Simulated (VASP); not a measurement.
A run of VASP 6.6.1:

The input INCAR:

```
ALGO = Normal ; EDIFF = 1E-8
ENCUT = 520 ; GGA = PS
IBRION = 8 ; ISIF = 2
ISMEAR = 0 ; LASPH = True
LCHARG = True ; LEPSILON = True
LREAL = False ; LWAVE = False
NELM = 100 ; NSW = 1
PREC = Accurate ; SIGMA = 0.01
```

The input KPOINTS:

```
k-points
0
Gamma
  8 8 8
```

POSCAR

```
GaP
1.0
    0.0000000000      2.7542029153      2.7542029153
    2.7542029153      0.0000000000      2.7542029153
    2.7542029153      2.7542029153      0.0000000000
Ga P
1 1
Direct
    0.0000000000      0.0000000000      0.0000000000
    0.7500000000      0.7500000000      0.7500000000
```

Potentials or basis: VASP PAW PBE potentials, release 64 (Ga_d, P).

The run is started by

```console
$ cat potpaw_PBE.64/Ga_d/POTCAR potpaw_PBE.64/P/POTCAR > POTCAR
$ mpirun -np 1 vasp_std > vasp.out
```

Hardware: 1 thread of AMD EPYC 9R45 96-Core Processor (Zen 5), on a shared host.

Task: Estimate the wall time of this run.

Result: Run time: 5.8 min on 1 thread of AMD EPYC 9R45 96-Core Processor (Zen 5) (shared host), peak memory 0.26 GiB. Counts: scf iterations 182, k points 29.
